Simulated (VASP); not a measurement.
TaSi2, 9 atoms in the cell. Symmetry: P6_422, No. 181, hexagonal system. The conventional cell has a = 4.759 Å, b = 4.759 Å, c = 6.494 Å, α = 90.00°, β = 90.00°, γ = 120.00°. Within 3.4 Å of Ta (site symmetry 222) lie 10 Si at 2.58 to 2.81 Å and 4 Ta at 3.22 Å. Within 3.4 Å of Si (site symmetry 2) lie 9 Si at 2.53 to 3.30 Å and 5 Ta at 2.58 to 2.81 Å. 

* Program: VASP 6.6.1
* Task: single point
* Functional: BLYP
* Dispersion: D3(BJ)
* Potentials or basis: VASP PAW PBE potentials, release 64 (Ta_sv_GW, Si)
* Cutoff: 500 eV
* k mesh: 5 × 5 × 3
* Occupations: fermi-dirac, width 0.05 eV
* Spin: no spin polarisation
* Dipole correction: no
* Further INCAR settings: ALGO = Normal; EDIFF = 1e-06; NBANDS = 42

Potentials or basis: VASP PAW PBE potentials, release 64 (Ta_sv_GW, Si).

The run is started by

```bash
$ cat potpaw_PBE.64/Ta_sv_GW/POTCAR potpaw_PBE.64/Si/POTCAR > POTCAR
$ mpirun -np 1 vasp_std > vasp.out
```

Hardware: 1 thread of Intel(R) Xeon(R) 6975P-C (Granite Rapids) (shared host).

How long does it take, and how much memory?

It took 57 s on 1 thread of Intel(R) Xeon(R) 6975P-C (Granite Rapids), on a shared host, peak memory 0.25 GiB. Counts: scf iterations 15, k points 10.
